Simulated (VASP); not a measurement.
Sb, 1 atom in the cell. The structure is tetragonal, space group P4/mmm (No. 123). The conventional cell has a = 3.336 Å, b = 3.336 Å, c = 2.836 Å, α = 90.00°, β = 90.00°, γ = 90.00°. Within 3.7 Å of Sb (site symmetry 4/mmm) lie 6 Sb at 2.84 to 3.34 Å.  This cell differs from its parent crystal: ratio of the length along z to the lengths across it x 0.85, volume and fractional coordinates fixed.

```yaml
Program: VASP 6.6.1
Task: single point
Functional: PBE
Potentials_or_basis: VASP PAW PBE potentials, release 64 (Sb)
Cutoff: 520 eV
k_mesh: 16 × 16 × 16
Occupations: gaussian, width 0.15 eV
Spin: no spin polarisation
Dipole_correction: no
Further_INCAR_settings: ALGO = Normal; EDIFF = 1e-06; NBANDS = 8
```

Potentials or basis: VASP PAW PBE potentials, release 64 (Sb).

The run is started by

```console
$ cat potpaw_PBE.64/Sb/POTCAR > POTCAR
$ mpirun -np 1 vasp_std > vasp.out
```

Hardware: 1 thread of Intel(R) Xeon(R) 6975P-C (Granite Rapids), on a shared host.

Question: Estimate the wall time of this run.

Answer: Wall time 28 s on 1 thread of Intel(R) Xeon(R) 6975P-C (Granite Rapids), with other jobs on the host, peak memory 0.22 GiB. Counts: scf iterations 10, k points 405.
